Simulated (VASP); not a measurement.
# AlNi: single point with PBE

AlNi:

```
Al Ni
1.0
     0.00000   -2.89272    0.00000
     0.00000    0.00000   -2.89272
     9.37817   -0.96424   -0.96424
Al Ni
3 3
Direct
  0.76866 0.76866 0.69402
  0.97430 0.97430 0.07711
  0.87148 0.87148 0.38557
  0.21725 0.21725 0.84825
  0.42289 0.42289 0.23134
  0.32007 0.32007 0.53979
```

| Item | Value |
| --- | --- |
| Program | VASP 6.6.1 |
| Task | single point |
| Functional | PBE |
| Potentials or basis | VASP PAW PBE potentials, release 64 (Al, Ni) |
| Cutoff | 520 eV |
| k mesh | 15 × 15 × 5 |
| Occupations | gaussian, width 0.15 eV |
| Spin | no spin polarisation |

```json
{"Pressure": "-2.1 GPa", "Largest force": "1.114 eV/Å"}
```

Forces on the atoms (eV/Å):
```
Al   0.543 -0.080 -0.080
Al   0.335  0.427  0.427
Al   0.021  0.014  0.014
Ni  -0.996 -0.353 -0.353
Ni   0.211  0.011  0.011
Ni  -0.114 -0.019 -0.019
```

Stress tensor (GPa, compression positive):
```
 1.22  2.61  2.61
 2.61 -3.75  0.62
 2.61  0.62 -3.75
```

Levels at points of the mesh, in eV from the Fermi level:
```tsv
k point	band 17	band 18	band 19	band 20	band 21	band 22
(0.00, 0.00, 0.00)	-1.38	-1.23	-0.89	-0.24	4.05	5.97
```

It took 12 min on 1 thread of Oxide Virtual Turin-like Processor, with other jobs on the host, peak memory 0.57 GiB.

Caveat: forces of over 1 eV/Å act on the atoms, so gaps and moduli don't describe the material at rest. Spin polarisation is off, so any magnetic state and its effect on volume and gap are missing.
